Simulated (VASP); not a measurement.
# GaAs (qlda) (F-43m) in VASP: a series of runs

Runs on GaAs (qlda). Level: LDA. Tasks: single point, relaxation of cell and atoms.

Program: VASP 6.6.1. These are calculated values, not measurements. Logs are shortened: lines on timing, memory, paths and dates and some standing lists are left out, and cuts for length are marked.

## Step 1: The cell of the first run

Symmetry: F-43m, No. 216, cubic system. Conventional cell: a = 5.750 Å, b = 5.750 Å, c = 5.750 Å, α = 90.00°, β = 90.00°, γ = 90.00°. Within 3.3 Å of Ga (site symmetry -43m) lie 4 As at 2.49 Å. As (site symmetry -43m) has 4 Ga at 2.49 Å within 3.3 Å.

## Step 2: Single point, LDA

The input, INCAR:

```
ALGO = Normal
EDIFF = 1E-6
ENCUT = 520
GGA = CA
ISIF = 2
ISMEAR = 0
LASPH = True
LCHARG = True
LELF = True
LREAL = False
LVHAR = True
LWAVE = False
NBANDS = 16
NELM = 100
PREC = Accurate
SIGMA = 0.1
```

The input, KPOINTS:

```
k-points
0
Gamma
  6 6 6
```

The input, POSCAR:

```
GaAs
1.0
    0.0000000000      2.8750910500      2.8750910500
    2.8750910500      0.0000000000      2.8750910500
    2.8750910500      2.8750910500      0.0000000000
Ga As
1 1
Direct
    0.0000000000      0.0000000000      0.0000000000
    0.7500000000      0.7500000000      0.7500000000
```

Potentials or basis: VASP PAW LDA potentials, release 64 (Ga_d, As).

Command:

```bash
> cat potpaw_LDA.64/Ga_d/POTCAR potpaw_LDA.64/As/POTCAR > POTCAR
> mpirun -np 1 vasp_std > vasp.out
```

OUTCAR:

```text
EDIFF = 1E-6
   ENCUT = 520
   GGA = CA
   ISIF = 2
   ISMEAR = 0
   LASPH = True
   LREAL = False
   NELM = 100
   PREC = Accurate

 ion  position               nearest neighbor table
   1  0.000  0.000  0.000-   2 2.49   2 2.49   2 2.49   2 2.49
   2  0.750  0.750  0.750-   1 2.49   1 2.49   1 2.49   1 2.49

  LATTYP: Found a face centered cubic cell.
 ALAT       =     5.7501821000

  Lattice vectors:

 A1 = (   0.0000000000,   2.8750910500,   2.8750910500)
 A2 = (   2.8750910500,   0.0000000000,   2.8750910500)
 A3 = (   2.8750910500,   2.8750910500,   0.0000000000)

Analysis of symmetry for initial positions (statically):
=====================================================================
 Subroutine PRICEL returns:
 Original cell was already a primitive cell.

 Routine SETGRP: Setting up the symmetry group for a
 face centered cubic supercell.

 Subroutine GETGRP returns: Found 24 space group operations
 (whereof 24 operations were pure point group operations)
 out of a pool of 48 trial point group operations.

The static configuration has the point symmetry T_d .

Analysis of symmetry for dynamics (positions and initial velocities):
=====================================================================
 Subroutine PRICEL returns:
 Original cell was already a primitive cell.

 Routine SETGRP: Setting up the symmetry group for a
 face centered cubic supercell.

 Subroutine GETGRP returns: Found 24 space group operations
 (whereof 24 operations were pure point group operations)
 out of a pool of 48 trial point group operations.

The dynamic configuration has the point symmetry T_d .

 Subroutine INISYM returns: Found 24 space group operations
 (whereof 24 operations are pure point group operations),
 and found     1 'primitive' translations

----------------------------------------------------------------------------------------

                                     Primitive cell

  volume of cell :      47.5319

  direct lattice vectors                    reciprocal lattice vectors
     0.000000000  2.875091050  2.875091050    -0.173907536  0.173907536  0.173907536
     2.875091050  0.000000000  2.875091050     0.173907536 -0.173907536  0.173907536
     2.875091050  2.875091050  0.000000000     0.173907536  0.173907536 -0.173907536

  length of vectors
     4.065992756  4.065992756  4.065992756     0.301216688  0.301216688  0.301216688

  position of ions in fractional coordinates (direct lattice)
     0.000000000  0.000000000  0.000000000
     0.750000000  0.750000000  0.750000000

  ion indices of the primitive-cell ions
   primitive index   ion index
                 1           1
                 2           2

----------------------------------------------------------------------------------------

 KPOINTS: k-points

Automatic generation of k-mesh.
 Grid dimensions read from file:
 generate k-points for:    6    6    6

 Generating k-lattice:

  Cartesian coordinates                     Fractional coordinates (reciprocal lattice)
    -0.028984589  0.028984589  0.028984589     0.166666667  0.000000000  0.000000000
     0.028984589 -0.028984589  0.028984589     0.000000000  0.166666667  0.000000000
     0.028984589  0.028984589 -0.028984589     0.000000000  0.000000000  0.166666667

  Length of vectors
     0.050202781  0.050202781  0.050202781

  Shift w.r.t. Gamma in fractional coordinates (k-lattice)
     0.000000000  0.000000000  0.000000000

 Subroutine IBZKPT returns following result:
 ===========================================

 Found     16 irreducible k-points:

 Following reciprocal coordinates:
            Coordinates               Weight
  0.000000  0.000000  0.000000      1.000000
  0.166667  0.000000  0.000000      8.000000
  0.333333  0.000000  0.000000      8.000000
  0.500000  0.000000  0.000000      4.000000
  0.166667  0.166667  0.000000      6.000000
  0.333333  0.166667  0.000000     24.000000
[... 8 lines left out ...]
 -0.333333  0.333333  0.166667     24.000000
 -0.333333  0.500000  0.166667     12.000000
   k-points           NKPTS =     16   k-points in BZ     NKDIM =     16   number of bands    NBANDS=     16
   number of dos      NEDOS =    301   number of ions     NIONS =      2
   total plane-waves  NPLWV =  27000
   dimension x,y,z NGX =    30 NGY =   30 NGZ =   30
   dimension x,y,z NGXF=    60 NGYF=   60 NGZF=   60
   ions per type =               1   1
   NGX,Y,Z   is equivalent  to a cutoff of  12.27, 12.27, 12.27 a.u.
   NGXF,Y,Z  is equivalent  to a cutoff of  24.53, 24.53, 24.53 a.u.
 SYSTEM =  unknown system
   PREC   = accura    normal or accurate (medium, high low for compatibility)
   ISTART =      0    job   : 0-new  1-cont  2-samecut
   ICHARG =      2    charge: 1-file 2-atom 10-const
   ISPIN  =      1    spin polarized calculation?
   LNONCOLLINEAR =      F non collinear calculations
   LSORBIT =      F    spin-orbit coupling
   LASPH  =      T    aspherical Exc in radial PAW
   ENCUT  =  520.0 eV  38.22 Ry    6.18 a.u.   7.56  7.56  7.56*2*pi/ulx,y,z
   NELM   =    100;   NELMIN=  2; NELMDL= -5     # of ELM steps
   EDIFF  = 0.1E-05   stopping-criterion for ELM
   LREAL  =      F    real-space projection
   EDIFFG = 0.1E-04   stopping-criterion for IOM
   NSW    =      0    number of steps for IOM
   IBRION =     -1    ionic relax: 0-MD 1-quasi-New 2-CG
   NFREE  =      0    steps in history (QN), initial steepest desc. (CG)
   ISIF   =      2    stress and relaxation
   ISYM   =      2    0-nonsym 1-usesym 2-fastsym
   POTIM  = 0.5000    time-step for ionic-motion
   TEBEG  =    0.0;   TEEND  =   0.0 temperature during run
   PSTRESS=    0.0 pullay stress
   NELECT =      18.0000    total number of electrons
   NUPDOWN=      -1.0000    fix difference up-down
   EMIN   =  10.00;   EMAX   =-10.00  energy-range for DOS
   EFERMI =   0.00;   METHOD = LEGACY
   ISMEAR =     0;   SIGMA  =   0.10  broadening in eV -4-tet -1-fermi 0-gaus
   EFERMI_NEDOS =   21; number of points for ismear=-14 and -15
   IALGO  =     38    algorithm
   IMIX   =      4    mixing-type and parameters
     AMIX     =   0.40;   BMIX     =  1.00
     AMIX_MAG =   1.60;   BMIX_MAG =  1.00
  volume/ion in A,a.u.               =      23.77       160.38
  Fermi-wavevector in a.u.,A,eV,Ry     =   1.184415  2.238221 19.086796  1.402840
  Thomas-Fermi vector in A             =   2.320630
   LORBIT       =      0    0 simple, 1 ext, 2 COOP (PROOUT), +10 PAW based schemes
   GGA     = CA    functional components
   LHFCALC =     F    Hartree Fock is set to
   AEXX    =    0.0000 exact exchange contribution
   IVDW    =     0    specifies the selected vdW correction
   LEPSILON=     F    determine dielectric tensor
   LRPA    =     F    only Hartree local field effects (RPA)
 non-spin polarized calculation
 Gauss-broadening in eV      SIGMA  =   0.10
  energy-cutoff  :      520.00
  volume of cell :       47.53
 maximum number of plane-waves:      1303
   NGX = 15   NGY = 15   NGZ = 15

 number of electron      17.9999988 magnetization

 Free energy of the ion-electron system (eV)
  ---------------------------------------------------
  ext. energy  EPLUGINS =         0.00000000
  ---------------------------------------------------
  free energy    TOTEN  =        -9.56354465 eV

  energy without entropy =       -9.56273657  energy(sigma->0) =       -9.56314061

 E-fermi :   3.3771     XC(G=0):  -9.6881

 val. band max:        3.3384201932   @ k =   0.0000   0.0000   0.0000
 cond. band min:       4.0591863140   @ k =   0.5000   0.0000   0.0000
 fundamental gap:      0.7207661209
 Fermi energy:         3.3770597015

 k-point     1 :       0.0000    0.0000    0.0000
  band No.  band energies     occupation
      1     -11.5131      2.00000
      2     -11.5131      2.00000
      3     -11.5131      2.00000
      4     -11.4467      2.00000
      5     -11.4467      2.00000
      6      -9.0754      2.00000
[... 8 lines left out ...]
     15      13.3727      0.00000
     16      13.3727      0.00000

 k-point     2 :       0.1667    0.0000    0.0000
  band No.  band energies     occupation
      1     -11.5299      2.00000
      2     -11.5082      2.00000
      3     -11.5082      2.00000
      4     -11.4468      2.00000
      5     -11.4468      2.00000
      6      -8.7792      2.00000
[... 8 lines left out ...]
     15      12.2903      0.00000
     16      12.2903      0.00000

 k-point     3 :       0.3333    0.0000    0.0000
  band No.  band energies     occupation
      1     -11.5605      2.00000
      2     -11.5001      2.00000
      3     -11.5001      2.00000
      4     -11.4453      2.00000
      5     -11.4453      2.00000
      6      -8.0180      2.00000
[... 8 lines left out ...]
     15      12.8453      0.00000
     16      12.8453      0.00000

 k-point     4 :       0.5000    0.0000    0.0000
  band No.  band energies     occupation
      1     -11.5748      2.00000
      2     -11.4970      2.00000
      3     -11.4970      2.00000
      4     -11.4435      2.00000
      5     -11.4435      2.00000
      6      -7.4625      2.00000
[... 8 lines left out ...]
     15      14.8939      0.00000
     16      14.8939      0.00000
[... 172 lines left out ...]
 k-point    14 :       0.5000    0.3333    0.1667
  band No.  band energies     occupation
      1     -11.5806      2.00000
      2     -11.4909      2.00000
      3     -11.4850      2.00000
      4     -11.4550      2.00000
      5     -11.4416      2.00000
      6      -7.4097      2.00000
[... 8 lines left out ...]
     15      14.0714      0.00000
     16      15.9585      0.00000

 k-point    15 :      -0.3333    0.3333    0.1667
  band No.  band energies     occupation
      1     -11.5867      2.00000
      2     -11.4905      2.00000
      3     -11.4808      2.00000
      4     -11.4531      2.00000
      5     -11.4435      2.00000
      6      -6.9601      2.00000
[... 8 lines left out ...]
     15      15.0826      0.00000
     16      15.6443      0.00000

 k-point    16 :      -0.3333    0.5000    0.1667
  band No.  band energies     occupation
      1     -11.5946      2.00000
      2     -11.4839      2.00000
      3     -11.4755      2.00000
      4     -11.4589      2.00000
      5     -11.4406      2.00000
      6      -6.7514      2.00000
[... 8 lines left out ...]
     15      15.1388      0.00000
     16      16.2380      0.00000

------------------------ aborting loop because EDIFF is reached ----------------------------------------

  FORCE on cell =-STRESS in cart. coord.  units (eV):
  Direction    XX          YY          ZZ          XY          YZ          ZX
  --------------------------------------------------------------------------------------
  -------------------------------------------------------------------------------------
  Total       -1.3231663     -1.3231663     -1.3231663      0.0000000      0.0000000      0.0000000
  in kB      -44.6005480    -44.6005480    -44.6005480      0.0000000      0.0000000      0.0000000
  external PRESSURE =     -44.6005480 kB  Pullay stress =       0.0000000 kB

 VOLUME and BASIS-vectors are now :
 -----------------------------------------------------------------------------
  energy-cutoff  :      520.00
  volume of cell :       47.53
      direct lattice vectors                 reciprocal lattice vectors
     0.000000000  2.875091050  2.875091050    -0.173907536  0.173907536  0.173907536
     2.875091050  0.000000000  2.875091050     0.173907536 -0.173907536  0.173907536
     2.875091050  2.875091050  0.000000000     0.173907536  0.173907536 -0.173907536

 POSITION                                       TOTAL-FORCE (eV/Angst)
 -----------------------------------------------------------------------------------
      0.00000      0.00000      0.00000        -0.000000     -0.000000     -0.000000
      4.31264      4.31264      4.31264         0.000000      0.000000      0.000000
 -----------------------------------------------------------------------------------
    total drift:                               -0.000000     -0.000000     -0.000000

  FREE ENERGIE OF THE ION-ELECTRON SYSTEM (eV)
  ---------------------------------------------------
  free  energy   TOTEN  =        -9.5635446476 eV

  energy  without entropy=       -9.5627365675  energy(sigma->0) =       -9.56314061
```

It took 14 s on 1 thread of Intel Xeon Platinum 8259CL at 2.50GHz (Skylake/Cascade Lake), shared host; peak memory 0.15 GiB.

Results:

```yaml
Free_energy: -9.5635 eV
Pressure: -4.5 GPa
Band_gap_on_the_k_mesh: zero (filled and empty bands touch)
```

(Continued in part 2 of 2.)
